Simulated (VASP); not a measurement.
# Si4S: single point with PBE

The system is Si4S.

```
Si S
1.0
     4.11415    0.00000    0.00000
    -2.05707    3.56296    0.00000
     0.00000    0.00000    6.14252
Si S
4 1
Cartesian
  0.0000 2.3753 4.4281
  2.0571 1.1877 4.4281
  2.0571 1.1877 1.7144
  0.0000 2.3753 1.7144
  0.0000 0.0000 0.0000
```

```
Program             : VASP 6.6.1
Task                : single point
Functional          : PBE
Potentials or basis : VASP PAW PBE potentials, release 64 (Si, S)
Cutoff              : 520 eV
k mesh              : 6 × 6 × 4
Occupations         : gaussian, width 0.1 eV
Spin                : no spin polarisation
```

The pressure is 0.0 GPa and the largest force is 0.022 eV/Å. The band gap on the k mesh is zero (band 11 reaches 8.04 eV, above the bottom of band 12 at 5.95 eV).

Forces in eV/Å, atoms in the order of the input:
```
Si   0.000  0.000 -0.022
Si   0.000  0.000 -0.022
Si   0.000  0.000  0.022
Si   0.000  0.000  0.022
S    0.000  0.000  0.000
```

Stress tensor (GPa, compression positive):
```
 0.08  0.00  0.00
 0.00  0.08  0.00
 0.00  0.00 -0.11
```

Levels at points of the mesh, in eV from the Fermi level:
```
           k point  band 8  band 9  band 10  band 11  band 12  band 13  band 14  band 15
(0.00, 0.00, 0.00)   -2.75   -2.11    -1.37    -1.08    -1.08     1.47     2.17     2.46
(0.50, 0.00, 0.00)   -2.36   -2.11    -1.86    -1.15    -0.12     1.94     3.59     3.72
(0.00, 0.00, 0.50)   -2.35   -1.76    -1.76    -1.75    -0.55    -0.21     0.63     1.33
(0.50, 0.00, 0.50)   -3.50   -2.44    -1.74     0.26     0.29     0.44     1.92     3.94
```

Wall time 27 s on 1 thread of Intel(R) Xeon(R) Platinum 8259CL CPU @ 2.50GHz (Skylake/Cascade Lake) (shared host), peak memory 0.2 GiB.
